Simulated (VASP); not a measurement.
Here is a VASP 6.6.1 calculation.

Contents of INCAR:

```
SYSTEM = SrO
PREC = Accurate
ENCUT = 520
EDIFF = 1E-7
ISMEAR = -1
SIGMA = 0.05
LREAL = .FALSE.
LASPH = .TRUE.
NELM = 150
ALGO = Normal
ISIF = 2
LWAVE = .FALSE.
LCHARG = .FALSE.
LNONCOLLINEAR = .TRUE.
MAGMOM = 0 0 0 0 0 0
LORBIT = 11
LSORBIT = .TRUE.
GGA_COMPAT = .FALSE.
LORBMOM = .TRUE.
GGA = PE
NBANDS = 28
```

KPOINTS

```
Automatic mesh
0
G
  9 9 9
  0 0 0
```

The input POSCAR:

```
SrO
1.0
    0.0000000000      2.5139118308      2.5139118308
    2.5139118308      0.0000000000      2.5139118308
    2.5139118308      2.5139118308      0.0000000000
Sr O
1 1
Direct
    0.5000000000      0.5000000000      0.5000000000
    0.0000000000      0.0000000000      0.0000000000
```

Potentials or basis: VASP PAW PBE potentials, release 64 (Sr_sv, O).

Launch:

```console
$ cat potpaw_PBE.64/Sr_sv/POTCAR potpaw_PBE.64/O/POTCAR > POTCAR
$ mpirun -np 1 vasp_ncl > vasp.out
```

Question: Predict the pressure.

Answer: 11.1 GPa.

Question: Predict the net moment.

Answer: 0.00 μB per cell.

Moments on the atoms (μB; x, y, z):
```
Sr  0.00 0.00 0.00
O   0.00 0.00 0.00
```
